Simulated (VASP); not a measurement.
A run of VASP 6.6.1 is set up as follows.

File INCAR:

```
SYSTEM = GaN
PREC     = Accurate       ! precision mode
ENCUT    = 520            ! plane-wave cutoff, eV
EDIFF    = 1E-6           ! SCF threshold, eV
ISMEAR   = 0              ! smearing method
SIGMA    = 0.02           ! smearing width, eV
LREAL    = .False.        ! projectors in reciprocal space
LASPH    = .True.         ! aspherical terms in the spheres
NELM     = 80             ! most SCF steps
ALGO     = Normal         ! electronic algorithm
ISIF     = 2              ! what is computed and relaxed
LWAVE    = .False.        ! write WAVECAR
LCHARG   = .False.        ! write CHGCAR
GGA      = PE             ! functional
NBANDS   = 26             ! bands
```

The input KPOINTS:

```
Automatic mesh
0
Gamma
  8 8 6
  0 0 0
```

Contents of POSCAR:

```
GaN
1.0
    2.3083520714      2.3083520714      0.0000000000
   -2.3083520714      2.3083520714      0.0000000000
    0.0000000000      0.0000000000      4.4764425837
Ga N
2 2
Direct
    0.0000000000      0.0000000000      0.0000000000
    0.5000000000      0.5000000000      0.5000000000
    0.5000000000      0.0000000000      0.2500000000
    0.0000000000      0.5000000000      0.7500000000
```

Potentials or basis: VASP PAW PBE potentials, release 64 (Ga_d, N).

Run with:

```bash
$ cat potpaw_PBE.64/Ga_d/POTCAR potpaw_PBE.64/N/POTCAR > POTCAR
$ mpirun -np 1 vasp_std > vasp.out
```

Q: Predict the band gap on the k mesh.

A: 1.37 eV.

Q: Predict the pressure.

A: -2.2 GPa.

Stress tensor (GPa, compression positive):
```
-3.41  0.00  0.00
 0.00 -3.41  0.00
 0.00  0.00  0.14
```

Caveat: the cell differs from its parent crystal (biaxial strain in the a-b plane: +1.5 %, then relaxed in part).
